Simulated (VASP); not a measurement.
## O: relaxation of cell and atoms with r2SCAN

The system is O.

```
O
1.0
     1.69746    0.98003    3.78702
    -1.69746    0.98003    3.78702
     0.00000   -1.96006    3.78702
O
2
Direct
  0.05260 0.05260 0.05260
  0.94740 0.94740 0.94740
```

```
Program                : VASP 6.6.1
Task                   : relaxation of cell and atoms
Functional             : r2SCAN
Potentials or basis    : VASP PAW PBE potentials, release 64 (O)
Cutoff                 : 660 eV
k mesh                 : 12 × 12 × 12
Occupations            : gaussian, width 0.02 eV
Spin                   : collinear spin, ferromagnetic start
Starting moments       : [0.63, 0.63] μB
Target pressure        : 3 GPa
Dipole correction      : no
Further INCAR settings : ALGO = Normal; EDIFF = 1e-07; IBRION = 2; EDIFFG = -0.008; NSW = 70; ISIF = 3
```

The relaxed volume is 13.77 Å³/atom, the relaxed cell is a = 3.888 Å, b = 3.888 Å, c = 3.888 Å, α = 45.80°, β = 45.80°, γ = 45.80° and the space group after relaxing (to 0.1 Å) is R-3m (No. 166). The energy change on relaxing (the run minimises the enthalpy) is +8.9 meV/atom, the ionic steps are 23 and the pressure after relaxing is 3.0 GPa. The band gap on the k mesh is 1.64 eV (least direct gap 1.75 eV) and the net moment is 2.00 μB per cell. The site moments are O +0.83 μB and the valence electrons inside the program's atomic spheres are O 4.92.

Stress tensor (GPa, compression positive):
```
3.07 0.00 0.00
0.00 3.07 0.00
0.00 0.00 2.94
```

The path:
```csv
step,energy change (eV),largest force (eV/Å),pressure (GPa),volume (Å³)
1,0.0000,2.4379,3.81,37.80
2,1.6487,8.7379,-18.52,38.26
3,-0.0260,0.9817,-2.02,37.85
4,-0.0320,0.3003,-0.82,37.84
5,-0.0327,0.0128,-0.29,37.83
6,-0.0350,0.0334,-0.09,36.16
7,-0.0263,0.2123,1.32,31.45
8,0.1669,0.9963,11.21,23.28
9,0.0060,0.7889,4.10,28.47
10,0.0254,1.2870,-0.16,27.75
11,0.0067,0.0651,2.38,28.19
12,0.0089,0.0866,2.43,28.05
13,0.0135,0.1282,2.52,27.79
14,0.0169,0.3548,3.76,27.63
15,0.0143,0.0319,2.93,27.73
16,0.0147,0.0331,2.95,27.71
17,0.0161,0.0368,3.03,27.63
18,0.0189,0.0448,3.18,27.48
19,0.0193,0.0702,2.92,27.46
20,0.0190,0.0026,3.08,27.47
21,0.0189,0.0023,3.07,27.48
22,0.0185,0.0014,3.06,27.50
23,0.0178,0.0004,3.02,27.54
```

Final structure:
```
O
1.0
     1.51287    0.87346    3.47302
    -1.51287    0.87346    3.47302
     0.00000   -1.74691    3.47302
O
2
Direct
  0.05863 0.05863 0.05863
  0.94137 0.94137 0.94137
```

Levels at points of the mesh, in eV from the valence-band top:
Spin up:
| k point | band 4 | band 5 | band 6 | band 7 | band 8 | band 9 | band 10 | band 11 |
| --- | --- | --- | --- | --- | --- | --- | --- | --- |
| (0.00, 0.00, 0.00) | -6.57 | -6.57 | -0.23 | -0.23 | 8.79 | 11.63 | 16.63 | 19.07 |
| (0.50, 0.00, 0.00) | -7.23 | -6.81 | -0.99 | -0.58 | 10.65 | 13.48 | 13.51 | 18.15 |
| (0.50, 0.50, 0.00) | -7.02 | -6.73 | -1.46 | -0.11 | 10.07 | 12.63 | 15.36 | 15.81 |
| (0.50, 0.50, 0.50) | -6.67 | -6.46 | 0.00 | 0.00 | 8.25 | 9.49 | 14.14 | 20.83 |
Spin down:
| k point | band 2 | band 3 | band 4 | band 5 | band 6 | band 7 | band 8 | band 9 |
| --- | --- | --- | --- | --- | --- | --- | --- | --- |
| (0.00, 0.00, 0.00) | -12.41 | -7.17 | -3.85 | -3.85 | 3.35 | 3.35 | 9.53 | 12.96 |
| (0.50, 0.00, 0.00) | -12.40 | -6.16 | -5.87 | -4.17 | 2.33 | 2.88 | 12.02 | 14.15 |
| (0.50, 0.50, 0.00) | -12.73 | -5.65 | -5.59 | -4.40 | 1.64 | 3.52 | 11.51 | 13.23 |
| (0.50, 0.50, 0.50) | -13.48 | -5.30 | -3.97 | -3.97 | 3.65 | 3.65 | 9.60 | 10.00 |

Wall time 84 min on 4 MPI ranks on AMD EPYC 7R13 Processor (Zen 3), on a shared host, peak memory 0.36 GiB a rank.

Caveat: the cell is relaxed towards a set pressure, so the run minimises the enthalpy, not the energy; the standard files for N, O and F lose accuracy on very short bonds; the volume moved by over 15 % at a fixed basis, so the end points are rough; the PAW data sets were made with another functional, which shifts forces and pressure a little. A k mesh can miss the band edges.
